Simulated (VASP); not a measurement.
# In3GeO2 (Cmmm) in VASP: a series of runs

Runs on In3GeO2. Level: PBE. Tasks: relaxation of cell and atoms.

Program: VASP 6.6.1. These are calculated values, not measurements. Logs are shortened: lines on timing, memory, paths and dates and some standing lists are left out, and cuts for length are marked.

## Step 1: The cell of the first run

The structure is orthorhombic, space group Cmmm (No. 65). Conventional cell: a = 5.595 Å, b = 9.396 Å, c = 4.341 Å, α = 90.00°, β = 90.00°, γ = 90.00°. Within 3.5 Å of In (site symmetry m2m) lie 5 In at 2.65 to 3.26 Å and 4 O at 2.71 Å and 3 Ge at 3.18 Å. In (site symmetry mmm) has 4 In at 2.65 Å and 4 O at 2.73 Å within 3.5 Å. Ge (site symmetry mmm) has 10 In at 3.18 to 3.54 Å and 8 O at 3.49 Å within 4.2 Å. Within 3.6 Å of O (site symmetry 2/m) lie 6 In at 2.71 to 2.73 Å and 2 O at 2.80 Å and 4 Ge at 3.49 Å.

## Step 2: Relaxation of cell and atoms, PBE

Contents of INCAR:

```
SYSTEM = In3GeO2
  PREC = Accurate
  ENCUT = 600
  EDIFF = 1E-6
  ISMEAR = 0
  SIGMA = 0.1
  LREAL = .FALSE.
  LASPH = .TRUE.
  NELM = 80
  ALGO = Normal
  ISIF = 3
  LWAVE = .FALSE.
  LCHARG = .FALSE.
  GGA = PE
  IBRION = 2
  NSW = 90
  EDIFFG = -0.04
```

Contents of KPOINTS:

```
regular mesh
0
G
  4 4 4
  0 0 0
```

Contents of POSCAR:

```
In3GeO2
1.0
    2.7973326700     -4.6978632900      0.0000000000
    2.7973326700      4.6978632900      0.0000000000
    0.0000000000      0.0000000000      4.3405337100
In Ge O
3 1 2
Direct
    0.6610916900      0.3389083100      0.0000000000
    0.3389083100      0.6610916900      0.0000000000
    0.5000000000      0.5000000000      0.5000000000
    0.0000000000      0.0000000000      0.0000000000
    0.5000000000      0.0000000000      0.5000000000
    0.0000000000      0.5000000000      0.5000000000
```

Potentials or basis: VASP PAW PBE potentials, release 64 (In_d, Ge_d, O).

Run with:

```
$ cat potpaw_PBE.64/In_d/POTCAR potpaw_PBE.64/Ge_d/POTCAR potpaw_PBE.64/O/POTCAR > POTCAR
$ mpirun -np 1 vasp_std > vasp.out
```

OUTCAR:

```text
SYSTEM = In3GeO2
   PREC = Accurate
   ENCUT = 600
   EDIFF = 1E-6
   ISMEAR = 0
   LREAL = .FALSE.
   LASPH = .TRUE.
   NELM = 80
   ISIF = 3
   GGA = PE
   IBRION = 2
   NSW = 90
   EDIFFG = -0.04

 ion  position               nearest neighbor table
   1  0.661  0.339  0.000-   3 2.65   3 2.65   6 2.71   5 2.71   5 2.71   6 2.71   2 3.03   4 3.18
                             4 3.18   4 3.18   2 3.26   2 3.26
   2  0.339  0.661  0.000-   3 2.65   3 2.65   6 2.71   5 2.71   5 2.71   6 2.71   1 3.03   4 3.18
                             4 3.18   4 3.18   1 3.26   1 3.26
   3  0.500  0.500  0.500-   1 2.65   2 2.65   1 2.65   2 2.65   5 2.73   6 2.73   5 2.73   6 2.73

   4  0.000  0.000  0.000-   1 3.18   2 3.18   1 3.18   2 3.18   1 3.18   2 3.18
   5  0.500  0.000  0.500-   1 2.71   2 2.71   1 2.71   2 2.71   3 2.73   3 2.73
   6  0.000  0.500  0.500-   1 2.71   2 2.71   1 2.71   2 2.71   3 2.73   3 2.73

  LATTYP: Found a base centered orthorhombic cell.
 ALAT       =     5.5946653400
 B/A-ratio  =     1.6794081521
 C/A-ratio  =     0.7758343790

  Lattice vectors:

 A1 = (   2.7973326700,  -4.6978632900,   0.0000000000)
 A2 = (   2.7973326700,   4.6978632900,   0.0000000000)
 A3 = (   0.0000000000,   0.0000000000,   4.3405337100)

Analysis of symmetry for initial positions (statically):
=====================================================================
 Subroutine PRICEL returns:
 Original cell was already a primitive cell.

 Routine SETGRP: Setting up the symmetry group for a
 base centered orthorhombic supercell.

 Subroutine GETGRP returns: Found  8 space group operations
 (whereof  8 operations were pure point group operations)
 out of a pool of  8 trial point group operations.

The static configuration has the point symmetry D_2h.

Analysis of symmetry for dynamics (positions and initial velocities):
=====================================================================
 Subroutine PRICEL returns:
 Original cell was already a primitive cell.

 Routine SETGRP: Setting up the symmetry group for a
 base centered orthorhombic supercell.

 Subroutine GETGRP returns: Found  8 space group operations
 (whereof  8 operations were pure point group operations)
 out of a pool of  8 trial point group operations.

The dynamic configuration has the point symmetry D_2h.

 Subroutine INISYM returns: Found  8 space group operations
 (whereof  8 operations are pure point group operations),
 and found     1 'primitive' translations

----------------------------------------------------------------------------------------

                                     Primitive cell

  volume of cell :     114.0821

[... 111 lines left out ...]
     AMIX     =   0.40;   BMIX     =  1.00
     AMIX_MAG =   1.60;   BMIX_MAG =  1.00
  volume/ion in A,a.u.               =      19.01       128.31
  Fermi-wavevector in a.u.,A,eV,Ry     =   1.357188  2.564714 25.061385  1.841960
  Thomas-Fermi vector in A             =   2.484128
   LORBIT       =      0    0 simple, 1 ext, 2 COOP (PROOUT), +10 PAW based schemes
   GGA     = PE    functional components
   LHFCALC =     F    Hartree Fock is set to
   AEXX    =    0.0000 exact exchange contribution
   IVDW    =     0    specifies the selected vdW correction
   LEPSILON=     F    determine dielectric tensor
   LRPA    =     F    only Hartree local field effects (RPA)
 conjugate gradient relaxation of ions
 non-spin polarized calculation
 Gauss-broadening in eV      SIGMA  =   0.10
  energy-cutoff  :      600.00
  volume of cell :      114.08
 maximum number of plane-waves:      3826
 NGX is ok and might be reduce to    48
   NGX = 21   NGY = 21   NGZ = 17

--------------------------------------- Ionic step        1  -------------------------------------------

 number of electron      64.9999993 magnetization

 Free energy of the ion-electron system (eV)
  ---------------------------------------------------
  ext. energy  EPLUGINS =         0.00000000
  ---------------------------------------------------
  free energy    TOTEN  =       -19.67069328 eV

  energy without entropy =      -19.63760474  energy(sigma->0) =      -19.65414901

------------------------ aborting loop because EDIFF is reached ----------------------------------------

  FORCE on cell =-STRESS in cart. coord.  units (eV):
  Direction    XX          YY          ZZ          XY          YZ          ZX
  --------------------------------------------------------------------------------------
  -------------------------------------------------------------------------------------
  Total        0.7425905      1.5507974      4.8563342     -0.0000000      0.0000000      0.0000000
  in kB       10.4289930     21.7795067     68.2026937     -0.0000000      0.0000000      0.0000000
  external PRESSURE =      33.4703978 kB  Pullay stress =       0.0000000 kB
[... 101 lines left out ...]
  FREE ENERGIE OF THE ION-ELECTRON SYSTEM (eV)
  ---------------------------------------------------
  free  energy   TOTEN  =       -20.8179980546 eV

  energy  without entropy=      -20.7860919464  energy(sigma->0) =      -20.80204500

 E-fermi :   6.1187     XC(G=0):  -9.9683

 val. band max:        6.0630259018   @ k =   0.5000   0.5000   0.2500
 cond. band min:       6.1383588614   @ k =   0.2500   0.2500   0.0000
 fundamental gap:      0.0753329596
 Fermi energy:         6.1187150903

 k-point     1 :       0.0000    0.0000    0.0000
  band No.  band energies     occupation
      1     -18.5182      2.00000
      2     -18.4915      2.00000
      3     -18.4603      2.00000
      4     -18.4544      2.00000
      5     -18.4282      2.00000
      6     -13.3838      2.00000
[... 871 lines left out ...]
     38       9.6870      0.00000
     39      10.0345      0.00000

[... ionic steps 4 to 37 ...]

--------------------------------------- Ionic step       38  -------------------------------------------

 number of electron      64.9999975 magnetization

------------------------ aborting loop because EDIFF is reached ----------------------------------------
[... 75 lines left out ...]
--------------------------------------- Ionic step       40  -------------------------------------------

 number of electron      64.9999977 magnetization

 Free energy of the ion-electron system (eV)
  ---------------------------------------------------
  ext. energy  EPLUGINS =         0.00000000
  ---------------------------------------------------
  free energy    TOTEN  =       -25.08808216 eV

  energy without entropy =      -25.07858929  energy(sigma->0) =      -25.08333573

 E-fermi :   6.2541     XC(G=0): -10.0236

 val. band max:        6.1952717315   @ k =   0.5000   0.5000   0.2500
 cond. band min:       6.2565818187   @ k =   0.2500   0.2500   0.0000
 fundamental gap:      0.0613100872
 Fermi energy:         6.2541040557

 k-point     1 :       0.0000    0.0000    0.0000
  band No.  band energies     occupation
      1     -18.4003      2.00000
      2     -18.3712      2.00000
      3     -18.3416      2.00000
      4     -18.3337      2.00000
      5     -18.3084      2.00000
      6     -13.3546      2.00000
[... 904 lines left out ...]
  FREE ENERGIE OF THE ION-ELECTRON SYSTEM (eV)
  ---------------------------------------------------
  free  energy   TOTEN  =       -25.0880821602 eV

  energy  without entropy=      -25.0785892904  energy(sigma->0) =      -25.08333573

 reached required accuracy - stopping structural energy minimisation
```

CONTCAR:

```text
In3GeO2
   1.00000000000000
     2.9382814275972726   -6.4874016869776279    0.0000000000000000
     2.9382814275972726    6.4874016869776279    0.0000000000000000
     0.0000000000000000    0.0000000000000000    3.1706405973282203
  In              Ge              O
     3     1     2
Direct
     0.7989470937432099    0.2010529062567897    0.0000000000000000
     0.2010529062567897    0.7989470937432099    0.0000000000000000
     0.5000000000000000    0.5000000000000000    0.5000000000000000
     0.0000000000000000    0.0000000000000000    0.0000000000000000
     0.5000000000000000    0.0000000000000000    0.5000000000000000
     0.0000000000000000    0.5000000000000000    0.5000000000000000

  0.00000000E+00  0.00000000E+00  0.00000000E+00
  0.00000000E+00  0.00000000E+00  0.00000000E+00
  0.00000000E+00  0.00000000E+00  0.00000000E+00
  0.00000000E+00  0.00000000E+00  0.00000000E+00
  0.00000000E+00  0.00000000E+00  0.00000000E+00
  0.00000000E+00  0.00000000E+00  0.00000000E+00
```

Wall time 38 min (1 thread of AMD EPYC 9R45 (Zen 5), shared host); peak memory 0.33 GiB.

Results:

* Free energy: -25.0881 eV
* Relaxed volume: 20.15 Å³/atom
* Relaxed cell: a = 7.122 Å, b = 7.122 Å, c = 3.171 Å, α = 90.00°, β = 90.00°, γ = 131.27°
* Space group after relaxing (to 0.05 Å): Cmmm (No. 65)
* Energy gained by relaxing: 902.9 meV/atom
* Ionic steps: 40
* Pressure after relaxing: -0.1 GPa
* Largest force after relaxing: 0.039 eV/Å

Forces on the atoms (eV/Å):
```
In   0.000 -0.039  0.000
In   0.000  0.039  0.000
In   0.000  0.000  0.000
Ge   0.000  0.000  0.000
O    0.000  0.000  0.000
O    0.000  0.000  0.000
```

Step by step:
```tsv
step	energy change (eV)	largest force (eV/Å)	pressure (GPa)	volume (Å³)
1	0.0000	3.6283	3.35	114.08
2	-0.9655	1.8188	-2.60	120.73
3	-1.1473	0.7793	-4.96	126.08
4	-1.6142	0.2240	-0.92	115.95
5	-1.6702	0.1995	1.90	111.64
6	-2.0846	0.1314	3.83	109.50
7	-2.4920	0.0727	8.14	105.48
8	-1.8361	1.3149	28.53	93.34
9	-2.6193	0.0114	11.30	103.12
10	-2.6080	0.4588	18.00	98.64
11	-2.6673	0.5192	17.80	98.81
12	-2.8017	0.7241	17.34	99.24
13	-2.7904	1.1886	17.36	99.76
14	-2.8470	1.0004	17.22	99.59
15	-3.0011	0.8685	15.77	100.44
16	-3.4030	0.5174	12.08	103.02
17	-3.9721	0.0256	6.00	108.26
18	-4.4246	0.5957	-2.13	119.07
19	-4.4340	0.6492	-3.05	120.85
20	-4.5120	0.6716	-2.52	120.04
21	-4.6775	0.7433	-0.65	117.57
22	-4.5966	0.8639	5.16	112.37
23	-4.7210	0.7866	1.05	115.76
24	-4.7213	0.7911	1.34	115.55
25	-4.7522	0.7662	0.95	116.23
26	-4.8301	0.7556	-0.01	118.28
27	-4.9529	0.7639	-1.35	122.40
28	-5.0820	0.4835	-4.86	130.65
29	-5.1016	0.4505	-4.87	130.62
30	-5.1546	0.3413	-4.90	130.49
31	-5.2262	0.0330	-5.04	130.19
32	-5.1248	1.0988	-5.66	129.35
33	-5.2354	0.1677	-5.14	130.06
34	-5.3083	0.1146	-4.12	127.78
35	-5.4097	0.0257	-1.07	122.33
36	-5.4163	0.0820	0.21	120.44
37	-5.4164	0.0771	0.09	120.62
38	-5.4163	0.0714	-0.04	120.81
39	-5.4167	0.0632	-0.06	120.82
40	-5.4174	0.0392	-0.07	120.88
```

Final structure:
```yaml
crystal:
  lattice:
    - [2.93828, -6.48740, 0.00000]
    - [2.93828, 6.48740, 0.00000]
    - [0.00000, 0.00000, 3.17064]
  atoms:
    - { symbol: In, position: [0.79895, 0.20105, 0.00000] }
    - { symbol: In, position: [0.20105, 0.79895, 0.00000] }
    - { symbol: In, position: [0.50000, 0.50000, 0.50000] }
    - { symbol: Ge, position: [0.00000, 0.00000, 0.00000] }
    - { symbol: O, position: [0.50000, 0.00000, 0.50000] }
    - { symbol: O, position: [0.00000, 0.50000, 0.50000] }
```

Caveat: the k points lie up to 0.50 Å⁻¹ apart in the final cell; spin-orbit coupling is left out, which moves the levels of the heavy elements; an odd number of electrons without spin polarisation forces a metal; a magnetic or distorted state may lie lower.

## Step 3: Relaxation of cell and atoms, PBE

This run uses another cell than the first one, of 20.74 Å³/atom, 1.091 times its volume.

Contents of INCAR:

```
PREC = Accurate
ENCUT = 600
EDIFF = 1E-7
ISMEAR = 0
SIGMA = 0.1
LREAL = F
LASPH = T
NELM = 100
ALGO = Normal
ISIF = 3
LWAVE = F
LCHARG = F
GGA = PE
IBRION = 2
NSW = 90
EDIFFG = -0.04
```

Contents of KPOINTS:

```
Automatic mesh
0
Gamma
  4 4 6
```

Contents of POSCAR:

```
In3GeO2
1.0
    2.8907841478     -6.8747258463      0.0000000000
    2.8907841478      6.8747258463      0.0000000000
    0.0000000000      0.0000000000      3.1315158318
In Ge O
3 1 2
Direct
    0.8043682525      0.1956317475      0.0000000000
    0.1956317475      0.8043682525      0.0000000000
    0.5000000000      0.5000000000      0.5000000000
    0.0000000000      0.0000000000      0.0000000000
    0.5000000000      0.0000000000      0.5000000000
    0.0000000000      0.5000000000      0.5000000000
```

Potentials or basis: VASP PAW PBE potentials, release 64 (In_d, Ge_d, O).

Run with:

```
$ cat potpaw_PBE.64/In_d/POTCAR potpaw_PBE.64/Ge_d/POTCAR potpaw_PBE.64/O/POTCAR > POTCAR
$ mpirun -np 1 vasp_std > vasp.out
```

Run time: 15 min. Hardware: 1 thread of AMD EPYC 9R45 (Zen 5), shared host; peak memory 0.39 GiB.

Results (log left out):

- Free energy: -25.6694 eV
- Relaxed volume: 20.81 Å³/atom
- Relaxed cell: a = 7.626 Å, b = 7.626 Å, c = 3.062 Å, α = 90.00°, β = 90.00°, γ = 135.49°
- Space group after relaxing (to 0.05 Å): Cmmm (No. 65)
- Energy gained by relaxing: 6.9 meV/atom
- Ionic steps: 7
- Pressure after relaxing: -0.1 GPa
- Largest force after relaxing: 0.021 eV/Å

Forces in eV/Å, atoms in the order of the input:
```
In   0.000 -0.021  0.000
In   0.000  0.021  0.000
In   0.000  0.000  0.000
Ge   0.000  0.000  0.000
O    0.000  0.000  0.000
O    0.000  0.000  0.000
```

Step by step:
| step | energy change (eV) | largest force (eV/Å) | pressure (GPa) | volume (Å³) |
| --- | --- | --- | --- | --- |
| 1 | 0.0000 | 0.0710 | -0.46 | 124.47 |
| 2 | -0.0296 | 0.1962 | 0.68 | 123.37 |
| 3 | -0.0296 | 0.2021 | 0.70 | 123.35 |
| 4 | -0.0365 | 0.1061 | -0.03 | 124.75 |
| 5 | -0.0367 | 0.0868 | -0.17 | 125.03 |
| 6 | -0.0392 | 0.0639 | -0.14 | 124.96 |
| 7 | -0.0412 | 0.0212 | -0.08 | 124.84 |

Final structure:
```
In Ge O
1.0
     2.88807   -7.05838    0.00000
     2.88807    7.05838    0.00000
     0.00000    0.00000    3.06199
In Ge O
3 1 2
Direct
  0.80620 0.19380 0.00000
  0.19380 0.80620 0.00000
  0.50000 0.50000 0.50000
  0.00000 0.00000 0.00000
  0.50000 0.00000 0.50000
  0.00000 0.50000 0.50000
```

Levels at points of the mesh, in eV from the Fermi level:
```csv
k point,band 31,band 32,band 33,band 34,band 35,band 36
"(0.00, 0.00, 0.00)",-2.79,-2.49,-2.07,1.03,2.06,3.32
"(0.50, 0.00, 0.00)",-2.81,-0.96,0.35,1.23,1.74,2.02
"(0.50, 0.50, 0.00)",-2.79,-2.63,0.22,0.55,1.31,3.59
"(0.00, 0.00, 0.50)",-2.39,-0.77,-0.54,0.31,1.78,2.05
"(0.50, 0.00, 0.50)",-2.58,-2.38,-2.00,1.23,2.71,3.12
"(0.50, 0.50, 0.50)",-1.57,-0.94,-0.40,-0.12,0.43,0.88
```

Caveat: spin-orbit coupling is left out, which moves the levels of the heavy elements; an odd number of electrons without spin polarisation forces a metal; a magnetic or distorted state may lie lower.
